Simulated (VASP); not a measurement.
Tl: single point with LDA

The system is Tl.

```
Tl
1.0
     3.40140    0.00000    0.00000
    -1.70070    2.94570    0.00000
     0.00000    0.00000    5.44300
Tl
2
Direct
  0.33333 0.66667 0.25000
  0.66667 0.33333 0.75000
```

```yaml
Program: VASP 6.6.1
Task: single point
Functional: LDA
Potentials_or_basis: VASP PAW LDA potentials, release 64 (Tl_d)
Cutoff: 520 eV
k_mesh: 3 × 3 × 2
Occupations: fermi-dirac, width 0.1 eV
Spin: no spin polarisation
Dipole_correction: no
Further_INCAR_settings: ALGO = Normal; EDIFF = 1e-06; NBANDS = 20
```

| Property | Result |
| --- | --- |
| Pressure | -0.1 GPa |
| Band gap on the k mesh | zero (band 13 reaches 10.31 eV, above the bottom of band 14 at 5.80 eV) |

Stress tensor (GPa, compression positive):
```
 0.00  0.00  0.00
 0.00  0.00  0.00
 0.00  0.00 -0.17
```

Levels at points of the mesh, in eV from the Fermi level:
```tsv
k point	band 10	band 11	band 12	band 13	band 14	band 15	band 16	band 17
(0.00, 0.00, 0.00)	-10.98	-10.33	-5.04	-2.93	8.33	8.33	10.48	10.49
(0.00, 0.00, 0.50)	-11.11	-8.80	-8.80	3.59	3.59	9.33	9.33	9.33
```

Run time: 7.9 s on 1 thread of Intel(R) Xeon(R) Platinum 8259CL CPU @ 2.50GHz (Skylake/Cascade Lake), on a shared host, peak memory 0.14 GiB.

Caveat: the k points lie up to 0.71 Å⁻¹ apart; spin-orbit coupling is left out, which moves the levels of the heavy elements.
